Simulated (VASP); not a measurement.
# CdAu2 (P6/mmm) in VASP: further runs

Runs on CdAu2. Level: PBE. Tasks: relaxation of cell and atoms, single point.

Program: VASP 6.6.1. These are calculated values, not measurements. Logs are shortened: lines on timing, memory, paths and dates and some standing lists are left out, and cuts for length are marked.

### 1 The cell of the first run

The structure is hexagonal, space group P6/mmm (No. 191). Conventional cell: a = 4.721 Å, b = 4.721 Å, c = 3.041 Å, α = 90.00°, β = 90.00°, γ = 120.00°. Cd (site symmetry 6/mmm) has 2 Cd at 3.04 Å and 12 Au at 3.12 Å within 4.0 Å. Within 3.6 Å of Au (site symmetry -6m2) lie 5 Au at 2.73 to 3.04 Å and 6 Cd at 3.12 Å.

### 2 Relaxation of cell and atoms, PBE

Input file INCAR:

```
SYSTEM = CdAu2
ALGO = Normal ; EDIFF = 1E-6
EDIFFG = -0.04 ; ENCUT = 600
GGA = PE ; IBRION = 2
ISIF = 3 ; ISMEAR = 0
LASPH = .True. ; LCHARG = .False.
LREAL = .False. ; LWAVE = .False.
NELM = 80 ; NSW = 90
PREC = Accurate ; SIGMA = 0.1
```

Input file KPOINTS:

```
k-points
0
Gamma
  6 6 6
  0 0 0
```

Input file POSCAR:

```
CdAu2
1.0
    4.7211275545      0.0000000000      0.0000000000
   -2.3605637773      4.0886163967      0.0000000000
    0.0000000000      0.0000000000      3.0414692362
Cd Au
1 2
Direct
    0.0000000000      0.0000000000      0.0000000000
    0.3333333333      0.6666666667      0.5000000000
    0.6666666667      0.3333333333      0.5000000000
```

Potentials or basis: VASP PAW PBE potentials, release 64 (Cd, Au).

Launch:

```
$ cat potpaw_PBE.64/Cd/POTCAR potpaw_PBE.64/Au/POTCAR > POTCAR
$ mpirun -np 1 vasp_std > vasp.out
```

OUTCAR:

```text
SYSTEM = CdAu2
   EDIFF = 1E-6
   EDIFFG = -0.04
   ENCUT = 600
   GGA = PE
   IBRION = 2
   ISIF = 3
   ISMEAR = 0
   LASPH = .True.
   LREAL = .False.
   NELM = 80
   NSW = 90
   PREC = Accurate

 ion  position               nearest neighbor table
   1  0.000  0.000  0.000-   2 3.12   3 3.12   2 3.12   3 3.12   3 3.12   3 3.12   2 3.12   2 3.12
                             3 3.12   3 3.12   2 3.12   2 3.12
   2  0.333  0.667  0.500-   3 2.73   3 2.73   3 2.73   1 3.12   1 3.12   1 3.12   1 3.12   1 3.12
                             1 3.12
   3  0.667  0.333  0.500-   2 2.73   2 2.73   2 2.73   1 3.12   1 3.12   1 3.12   1 3.12   1 3.12
                             1 3.12

  LATTYP: Found a hexagonal cell.
 ALAT       =     4.7211275545
 C/A-ratio  =     0.6442251774

  Lattice vectors:

 A1 = (   4.7211275545,   0.0000000000,   0.0000000000)
 A2 = (  -2.3605637773,   4.0886163967,   0.0000000000)
 A3 = (   0.0000000000,   0.0000000000,   3.0414692362)

Analysis of symmetry for initial positions (statically):
=====================================================================
 Subroutine PRICEL returns:
 Original cell was already a primitive cell.

 Routine SETGRP: Setting up the symmetry group for a
 hexagonal supercell.

 Subroutine GETGRP returns: Found 24 space group operations
 (whereof 24 operations were pure point group operations)
 out of a pool of 24 trial point group operations.

The static configuration has the point symmetry D_6h.

Analysis of symmetry for dynamics (positions and initial velocities):
=====================================================================
 Subroutine PRICEL returns:
 Original cell was already a primitive cell.

 Routine SETGRP: Setting up the symmetry group for a
 hexagonal supercell.

 Subroutine GETGRP returns: Found 24 space group operations
 (whereof 24 operations were pure point group operations)
 out of a pool of 24 trial point group operations.

The dynamic configuration has the point symmetry D_6h.

 Subroutine INISYM returns: Found 24 space group operations
 (whereof 24 operations are pure point group operations),
 and found     1 'primitive' translations

----------------------------------------------------------------------------------------

                                     Primitive cell

  volume of cell :      58.7091

  direct lattice vectors                    reciprocal lattice vectors
     4.721127554  0.000000000  0.000000000     0.211813807  0.122290758  0.000000000
[... 99 lines left out ...]
   NELECT =      34.0000    total number of electrons
   NUPDOWN=      -1.0000    fix difference up-down
   EMIN   =  10.00;   EMAX   =-10.00  energy-range for DOS
   EFERMI =   0.00;   METHOD = LEGACY
   ISMEAR =     0;   SIGMA  =   0.10  broadening in eV -4-tet -1-fermi 0-gaus
   EFERMI_NEDOS =   21; number of points for ismear=-14 and -15
   IALGO  =     38    algorithm
   IMIX   =      4    mixing-type and parameters
     AMIX     =   0.40;   BMIX     =  1.00
     AMIX_MAG =   1.60;   BMIX_MAG =  1.00
  volume/ion in A,a.u.               =      19.57       132.06
  Fermi-wavevector in a.u.,A,eV,Ry     =   1.364581  2.578684 25.335151  1.862081
  Thomas-Fermi vector in A             =   2.490884
   LORBIT       =      0    0 simple, 1 ext, 2 COOP (PROOUT), +10 PAW based schemes
   GGA     = PE    functional components
   LHFCALC =     F    Hartree Fock is set to
   AEXX    =    0.0000 exact exchange contribution
   IVDW    =     0    specifies the selected vdW correction
   LEPSILON=     F    determine dielectric tensor
   LRPA    =     F    only Hartree local field effects (RPA)
 conjugate gradient relaxation of ions
 non-spin polarized calculation
 Gauss-broadening in eV      SIGMA  =   0.10
  energy-cutoff  :      600.00
  volume of cell :       58.71
 maximum number of plane-waves:      1981
 NGX is ok and might be reduce to    40
   NGX = 19   NGY = 19   NGZ = 13

--------------------------------------- Ionic step        1  -------------------------------------------

 number of electron      33.9999998 magnetization

 Free energy of the ion-electron system (eV)
  ---------------------------------------------------
  ext. energy  EPLUGINS =         0.00000000
  ---------------------------------------------------
  free energy    TOTEN  =        -7.47534132 eV

  energy without entropy =       -7.47183103  energy(sigma->0) =       -7.47358618

------------------------ aborting loop because EDIFF is reached ----------------------------------------

  FORCE on cell =-STRESS in cart. coord.  units (eV):
  Direction    XX          YY          ZZ          XY          YZ          ZX
  --------------------------------------------------------------------------------------
  -------------------------------------------------------------------------------------
  Total        0.4681533      0.4681533     -0.8747746     -0.0000000      0.0000000      0.0000000
  in kB       12.7759493     12.7759493    -23.8726813     -0.0000000      0.0000000      0.0000000
  external PRESSURE =       0.5597391 kB  Pullay stress =       0.0000000 kB
[... 135 lines left out ...]
--------------------------------------- Ionic step        5  -------------------------------------------

 number of electron      34.0000000 magnetization

 Free energy of the ion-electron system (eV)
  ---------------------------------------------------
  ext. energy  EPLUGINS =         0.00000000
  ---------------------------------------------------
  free energy    TOTEN  =        -7.48856498 eV

  energy without entropy =       -7.48450523  energy(sigma->0) =       -7.48653511

 E-fermi :   6.2492     XC(G=0): -11.8031

 val. band max:        6.2226015527   @ k =   0.1667   0.1667   0.1667
 cond. band min:       6.3067177397   @ k =   0.3333  -0.0000   0.0000
 fundamental gap:      0.0841161869
 Fermi energy:         6.2491813563

 k-point     1 :       0.0000    0.0000    0.0000
  band No.  band energies     occupation
      1      -3.1382      2.00000
      2      -2.6919      2.00000
      3      -2.4686      2.00000
      4      -2.4686      2.00000
      5      -2.1418      2.00000
      6      -2.1418      2.00000
[... 565 lines left out ...]
     20      11.0484      0.00000
     21      11.1096      0.00000

 [... further k-points ...]

------------------------ aborting loop because EDIFF is reached ----------------------------------------

  FORCE on cell =-STRESS in cart. coord.  units (eV):
  Direction    XX          YY          ZZ          XY          YZ          ZX
  --------------------------------------------------------------------------------------
  -------------------------------------------------------------------------------------
  Total       -0.0049933     -0.0049933     -0.0030017      0.0000000      0.0000000     -0.0000000
  in kB       -0.1370851     -0.1370851     -0.0824087      0.0000000      0.0000000     -0.0000000
  external PRESSURE =      -0.1188597 kB  Pullay stress =       0.0000000 kB
[... 18 lines left out ...]
  FREE ENERGIE OF THE ION-ELECTRON SYSTEM (eV)
  ---------------------------------------------------
  free  energy   TOTEN  =        -7.4885649797 eV

  energy  without entropy=       -7.4845052319  energy(sigma->0) =       -7.48653511

 reached required accuracy - stopping structural energy minimisation
```

CONTCAR:

```text
CdAu2
   1.00000000000000
     4.7576321124255996   -0.0000000000004431    0.0000000000000000
    -2.3788160562635703    4.1202302712176264   -0.0000000000000000
    -0.0000000000000000   -0.0000000000000000    2.9771056085622507
  Cd              Au
     1     2
Direct
     0.0000000000000000    0.0000000000000000    0.0000000000000000
     0.3333333332999970    0.6666666667000030    0.5000000000000000
     0.6666666667000030    0.3333333332999970    0.5000000000000000

  0.00000000E+00  0.00000000E+00  0.00000000E+00
  0.00000000E+00  0.00000000E+00  0.00000000E+00
  0.00000000E+00  0.00000000E+00  0.00000000E+00
```

It took 75 s on 1 thread of Intel Xeon Platinum 8375C at 2.90GHz (Ice Lake), shared host; peak memory 0.22 GiB.

What came out:

| Quantity | Value |
| --- | --- |
| Free energy | -7.4886 eV |
| Relaxed volume | 19.45 Å³/atom |
| Relaxed cell | a = 4.758 Å, b = 4.758 Å, c = 2.977 Å, α = 90.00°, β = 90.00°, γ = 120.00° |
| Space group after relaxing (to 0.1 Å) | P6/mmm (No. 191) |
| Energy gained by relaxing | 4.4 meV/atom |
| Ionic steps | 5 |
| Pressure after relaxing | 0.0 GPa |
| Band gap on the k mesh | zero (bands 17 and 18 overlap by 4.14 eV) |

Step by step:
| step | energy change (eV) | largest force (eV/Å) | pressure (GPa) | volume (Å³) |
| --- | --- | --- | --- | --- |
| 1 | 0.0000 | 0.0000 | 0.06 | 58.71 |
| 2 | -0.0118 | 0.0000 | -0.54 | 58.76 |
| 3 | -0.0124 | 0.0000 | -0.66 | 58.77 |
| 4 | -0.0128 | 0.0000 | 0.47 | 58.06 |
| 5 | -0.0132 | 0.0000 | -0.01 | 58.36 |

Final structure:
```cif
data_structure
_symmetry_space_group_name_H-M 'P 1'
_symmetry_Int_Tables_number 1
_cell_length_a 4.7576
_cell_length_b 4.7576
_cell_length_c 2.9771
_cell_angle_alpha 90.000
_cell_angle_beta 90.000
_cell_angle_gamma 120.000
_cell_volume 58.36
loop_
_atom_site_label
_atom_site_type_symbol
_atom_site_fract_x
_atom_site_fract_y
_atom_site_fract_z
_atom_site_occupancy
Cd1 Cd 0.00000 0.00000 0.00000 1
Au1 Au 0.33333 0.66667 0.50000 1
Au2 Au 0.66667 0.33333 0.50000 1
```

Levels at points of the mesh, in eV from the Fermi level:
```csv
k point,band 14,band 15,band 16,band 17,band 18,band 19,band 20,band 21
"(0.00, 0.00, 0.00)",-3.61,-2.57,-2.57,1.84,3.34,3.57,3.57,4.13
"(0.50, 0.00, 0.00)",-2.84,-2.67,-2.48,-2.16,-0.88,2.09,9.72,10.02
"(0.00, 0.00, 0.50)",-3.59,-2.76,-1.62,-0.63,4.98,6.12,6.60,6.60
"(0.50, 0.00, 0.50)",-2.65,-1.99,-0.36,0.42,0.94,1.68,4.43,4.44
```

Caveat: spin-orbit coupling is left out, which moves the levels of the heavy elements.

### 3 Single point, PBE

This run uses another cell than the first one, of 19.24 Å³/atom.

Input file INCAR:

```
SYSTEM = CdAu2
PREC = Accurate ; ENCUT = 520
EDIFF = 1E-7 ; ISMEAR = 0
SIGMA = 0.1 ; LREAL = .False.
LASPH = .True. ; NELM = 100
ALGO = Fast ; ISIF = 2
LWAVE = .False. ; LCHARG = .False.
GGA = PE ; NBANDS = 24
```

Input file KPOINTS:

```
regular mesh
0
Gamma
  12 12 16
  0 0 0
```

Input file POSCAR:

```
CdAu2
1.0
    4.7852909886      0.0000000000      0.0000000000
   -2.3926454943      4.1441835606      0.0000000000
    0.0000000000      0.0000000000      2.9107529728
Cd Au
1 2
Direct
    0.0000000000      0.0000000000      0.0000000000
    0.3333333333      0.6666666667      0.5000000000
    0.6666666667      0.3333333333      0.5000000000
```

Potentials or basis: VASP PAW PBE potentials, release 64 (Cd, Au).

Launch:

```
$ cat potpaw_PBE.64/Cd/POTCAR potpaw_PBE.64/Au/POTCAR > POTCAR
$ mpirun -np 1 vasp_std > vasp.out
```

OUTCAR:

```text
SYSTEM = CdAu2
   PREC = Accurate
   ENCUT = 520
   EDIFF = 1E-7
   ISMEAR = 0
   LREAL = .False.
   LASPH = .True.
   NELM = 100
   ISIF = 2
   GGA = PE

 ion  position               nearest neighbor table
   1  0.000  0.000  0.000-   2 3.12   3 3.12   2 3.12   3 3.12   2 3.12   2 3.12   3 3.12   3 3.12
                             3 3.12   3 3.12   2 3.12   2 3.12
   2  0.333  0.667  0.500-   3 2.76   3 2.76   3 2.76   1 3.12   1 3.12   1 3.12   1 3.12   1 3.12
                             1 3.12
   3  0.667  0.333  0.500-   2 2.76   2 2.76   2 2.76   1 3.12   1 3.12   1 3.12   1 3.12   1 3.12
                             1 3.12

  LATTYP: Found a hexagonal cell.
 ALAT       =     4.7852909886
 C/A-ratio  =     0.6082708407

  Lattice vectors:

 A1 = (   4.7852909886,   0.0000000000,   0.0000000000)
 A2 = (  -2.3926454943,   4.1441835606,   0.0000000000)
 A3 = (   0.0000000000,   0.0000000000,   2.9107529728)

Analysis of symmetry for initial positions (statically):
=====================================================================
 Subroutine PRICEL returns:
 Original cell was already a primitive cell.

 Routine SETGRP: Setting up the symmetry group for a
 hexagonal supercell.

 Subroutine GETGRP returns: Found 24 space group operations
 (whereof 24 operations were pure point group operations)
 out of a pool of 24 trial point group operations.

The static configuration has the point symmetry D_6h.

Analysis of symmetry for dynamics (positions and initial velocities):
=====================================================================
 Subroutine PRICEL returns:
 Original cell was already a primitive cell.

 Routine SETGRP: Setting up the symmetry group for a
 hexagonal supercell.

 Subroutine GETGRP returns: Found 24 space group operations
[... 120 lines left out ...]
   ISMEAR =     0;   SIGMA  =   0.10  broadening in eV -4-tet -1-fermi 0-gaus
   EFERMI_NEDOS =   21; number of points for ismear=-14 and -15
   IALGO  =     68    algorithm
   IMIX   =      4    mixing-type and parameters
     AMIX     =   0.40;   BMIX     =  1.00
     AMIX_MAG =   1.60;   BMIX_MAG =  1.00
  volume/ion in A,a.u.               =      19.24       129.85
  Fermi-wavevector in a.u.,A,eV,Ry     =   1.372304  2.593278 25.622730  1.883218
  Thomas-Fermi vector in A             =   2.497923
   LORBIT       =      0    0 simple, 1 ext, 2 COOP (PROOUT), +10 PAW based schemes
   GGA     = PE    functional components
   LHFCALC =     F    Hartree Fock is set to
   AEXX    =    0.0000 exact exchange contribution
   IVDW    =     0    specifies the selected vdW correction
   LEPSILON=     F    determine dielectric tensor
   LRPA    =     F    only Hartree local field effects (RPA)
 non-spin polarized calculation
 RMM-DIIS sequential band-by-band and
 Gauss-broadening in eV      SIGMA  =   0.10
  energy-cutoff  :      520.00
  volume of cell :       57.72
 maximum number of plane-waves:      1578
 NGX is ok and might be reduce to    36
   NGX = 17   NGY = 17   NGZ = 11

 number of electron      33.9999994 magnetization

 Free energy of the ion-electron system (eV)
  ---------------------------------------------------
  ext. energy  EPLUGINS =         0.00000000
  ---------------------------------------------------
  free energy    TOTEN  =        -7.48167641 eV

  energy without entropy =       -7.47737734  energy(sigma->0) =       -7.47952687

 E-fermi :   6.4155     XC(G=0): -11.8722

 val. band max:        6.4056795114   @ k =   0.2500   0.2500   0.3750
 cond. band min:       6.4290805669   @ k =   0.4167   0.0000   0.5000
 fundamental gap:      0.0234010555
 Fermi energy:         6.4155387186

 k-point     1 :       0.0000    0.0000    0.0000
  band No.  band energies     occupation
      1      -3.1513      2.00000
      2      -2.6468      2.00000
      3      -2.3634      2.00000
      4      -2.3634      2.00000
      5      -1.9969      2.00000
      6      -1.9969      2.00000
[... 637 lines left out ...]
     23      17.2423      0.00000
     24      19.6809      0.00000

 [... further k-points ...]

------------------------ aborting loop because EDIFF is reached ----------------------------------------

  FORCE on cell =-STRESS in cart. coord.  units (eV):
  Direction    XX          YY          ZZ          XY          YZ          ZX
  --------------------------------------------------------------------------------------
  -------------------------------------------------------------------------------------
  Total        0.0385105      0.0385105      0.0573377      0.0000000     -0.0000000      0.0000000
  in kB        1.0689002      1.0689002      1.5914697      0.0000000     -0.0000000      0.0000000
  external PRESSURE =       1.2430900 kB  Pullay stress =       0.0000000 kB

 VOLUME and BASIS-vectors are now :
 -----------------------------------------------------------------------------
  energy-cutoff  :      520.00
  volume of cell :       57.72
      direct lattice vectors                 reciprocal lattice vectors
     4.785290989  0.000000000  0.000000000     0.208973708  0.120651026  0.000000000
    -2.392645494  4.144183561  0.000000000     0.000000000  0.241302053  0.000000000
     0.000000000  0.000000000  2.910752973     0.000000000  0.000000000  0.343553716

 POSITION                                       TOTAL-FORCE (eV/Angst)
 -----------------------------------------------------------------------------------
      0.00000      0.00000      0.00000         0.000000      0.000000      0.000000
     -0.00000      2.76279      1.45538         0.000000     -0.000000      0.000000
      2.39265      1.38139      1.45538        -0.000000      0.000000      0.000000
 -----------------------------------------------------------------------------------
    total drift:                                0.000000      0.000000     -0.000000

  FREE ENERGIE OF THE ION-ELECTRON SYSTEM (eV)
  ---------------------------------------------------
  free  energy   TOTEN  =        -7.4816764069 eV

  energy  without entropy=       -7.4773773401  energy(sigma->0) =       -7.47952687
```

Wall time 2.3 min (1 thread of Intel Xeon Platinum 8375C at 2.90GHz (Ice Lake), shared host); peak memory 0.34 GiB.

Results:

```yaml
Free_energy: -7.4817 eV
Pressure: 0.1 GPa
Band_gap_on_the_k_mesh: zero (bands 17 and 18 overlap by 4.51 eV)
```

Caveat: spin-orbit coupling is left out, which moves the levels of the heavy elements.

The gap in the log of VASP goes by the Fermi energy; the results here count the filled bands.